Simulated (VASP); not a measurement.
Here is a VASP 6.6.1 calculation.

Contents of INCAR:

```
PREC = Accurate ; ENCUT = 600
EDIFF = 1E-8 ; ISMEAR = 0
SIGMA = 0.01 ; LREAL = False
LASPH = True ; NELM = 60
ALGO = Normal ; ISIF = 3
LWAVE = False ; LCHARG = False
GGA = PS ; NBANDS = 16
IBRION = 6 ; NFREE = 2
POTIM = 0.015 ; NSW = 1
```

The input KPOINTS:

```
regular mesh
0
Gamma
  8 8 8
```

File POSCAR:

```
GaP
1.0
    0.0000000000      2.6562080429      2.6562080429
    2.6562080429      0.0000000000      2.6562080429
    2.6562080429      2.6562080429      0.0000000000
Ga P
1 1
Direct
    0.0000000000      0.0000000000      0.0000000000
    0.7500000000      0.7500000000      0.7500000000
```

Potentials or basis: VASP PAW PBE potentials, release 64 (Ga_d, P).

The run is started by

```console
$ cat potpaw_PBE.64/Ga_d/POTCAR potpaw_PBE.64/P/POTCAR > POTCAR
$ mpirun -np 1 vasp_std > vasp.out
```

Task: Predict the elastic constants C11, C12, C44.

Result: 157, 82, 72 GPa.

Task: What does it give for the Voigt bulk modulus?

Result: 107 GPa.

Task: Estimate the highest phonon frequency at Γ, LO-TO splitting left out.

Result: 387 cm⁻¹.

Elastic tensor in Voigt notation (GPa, in the Cartesian axes of the cell as first typed):
```
157  82  82   0   0   0
 82 157  82   0   0   0
 82  82 157   0   0   0
  0   0   0  72   0   0
  0   0   0   0  72   0
  0   0   0   0   0  72
```

Caveat: the cell is under stress, which shifts elastic constants; the PAW data sets were made with another functional, which shifts forces and pressure a little.
